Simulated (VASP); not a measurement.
V:

```
V
1.0
    -1.51435    1.51435    1.51435
     1.51435   -1.51435    1.51435
     1.51435    1.51435   -1.51435
V
1
Direct
  0.00000 0.00000 0.00000
```

| Item | Value |
| --- | --- |
| Program | VASP 6.6.1 |
| Task | relaxation of cell and atoms |
| Functional | BLYP |
| Dispersion | D3(BJ) |
| Potentials or basis | VASP PAW PBE potentials, release 64 (V_sv) |
| Cutoff | 600 eV |
| k mesh | 12 × 12 × 12 |
| Occupations | fermi-dirac, width 0.05 eV |
| Spin | collinear spin, ferromagnetic start |
| Starting moments | [2.0] μB |

At the start: pressure -19.3 GPa; volume 13.89 Å³/atom.

**Question.** How do energy, volume and symmetry change on relaxing?

**Answer.** Over 4 steps the energy falls by 103.5 meV/atom and the volume is 12.34 Å³/atom (-11.2 %); space group Im-3m (No. 229, to 0.05 Å); moment 0.00 μB per cell.

The path:
```csv
step,energy change (eV),largest force (eV/Å),pressure (GPa),volume (Å³)
1,0.0000,0.0000,-19.32,13.89
2,0.0559,0.0000,37.08,10.79
3,-0.1034,0.0000,-0.81,12.38
4,-0.1035,0.0000,-0.08,12.34
```

Final structure:
```cif
data_structure
_symmetry_space_group_name_H-M 'P 1'
_symmetry_Int_Tables_number 1
_cell_length_a 2.5214
_cell_length_b 2.5214
_cell_length_c 2.5214
_cell_angle_alpha 109.471
_cell_angle_beta 109.471
_cell_angle_gamma 109.471
_cell_volume 12.34
loop_
_atom_site_label
_atom_site_type_symbol
_atom_site_fract_x
_atom_site_fract_y
_atom_site_fract_z
_atom_site_occupancy
V1 V 0.00000 0.00000 0.00000 1
```

Caveat: the PAW data sets were made with another functional, which shifts forces and pressure a little; the volume moved by -11 % from the deposited cell, more than functionals usually miss; pairwise dispersion overbinds metals, which lowers pressure and volume.
